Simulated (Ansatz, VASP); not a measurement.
**Two plane-wave programs on Hf**

```
Hf
1.0
     3.20323    0.00000    0.00000
    -1.60161    2.77408    0.00000
     0.00000    0.00000   20.60940
Hf
4
Direct
  0.83333 0.16667 0.32049
  0.16667 0.83333 0.43532
  0.83333 0.16667 0.56468
  0.16667 0.83333 0.67951
```

Alike in both runs: functional PBE; k mesh 12 × 12 × 1; occupations fermi-dirac, width 0.1 eV; no spin polarisation.

Ansatz relaxed the structure, and its values are those at the end. VASP's run is a single point on that final structure, the one shown.

|  | VASP | Ansatz |
| --- | --- | --- |
| version | VASP 6.6.1 | Ansatz 0.2.0 |
| potentials or method | VASP PAW PBE potentials, release 64 (Hf_pv) | PAW with Ansatz's default frozen-core files, scalar-relativistic |
| plane-wave cutoff (eV) | 520 | 420 |
| valence electrons in the cell | 40 | 104 |

Ansatz gave:

* rms of the force components (eV/Å): 0.001

Question: Estimate VASP's values.

Answer: rms of the force components (eV/Å): 0.024.

VASP's potentials hold 40 valence electrons a cell and Ansatz's 104, so a difference there can come from the potentials and not from the codes. Ansatz's warnings: stress scf threshold loose, vacuum density over bound.

Spin-orbit coupling is off throughout.
